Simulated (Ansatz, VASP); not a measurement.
# CdS: VASP beside Ansatz

```xyz
2
Lattice="0.0000 2.5799 2.5799 2.5799 0.0000 2.5799 2.5799 2.5799 0.0000" Properties=species:S:1:pos:R:3 pbc="T T T"
Cd    0.0000    0.0000    0.0000
S     1.2899    1.2899    1.2899
```

Change from the starting cell: volume scaled by 0.72, PAW files.

Alike in both runs: task single point; functional LDA; k mesh 11 × 11 × 11; occupations fermi-dirac, width 0.08 eV; no spin polarisation.

```csv
,VASP,Ansatz
version,VASP 6.6.1,Ansatz 0.2.0
potentials or method,"VASP PAW LDA potentials, release 64 (Cd, S)","PAW with Ansatz's default frozen-core files, scalar-relativistic"
plane-wave cutoff (eV),520,420
valence electrons in the cell,18,26
```

|  | VASP | Ansatz | Ansatz less VASP |
| --- | --- | --- | --- |
| pressure (GPa) | 49.5 | 47.4 | -2.10 |

LDA's correlation is that of Perdew and Zunger in VASP and of Perdew and Wang (1992) in Ansatz. Both programs put the cell under a high pressure, so it lies far from rest at this level. VASP's potentials hold 18 valence electrons a cell and Ansatz's 26, so a difference there can come from the potentials and not from the codes.
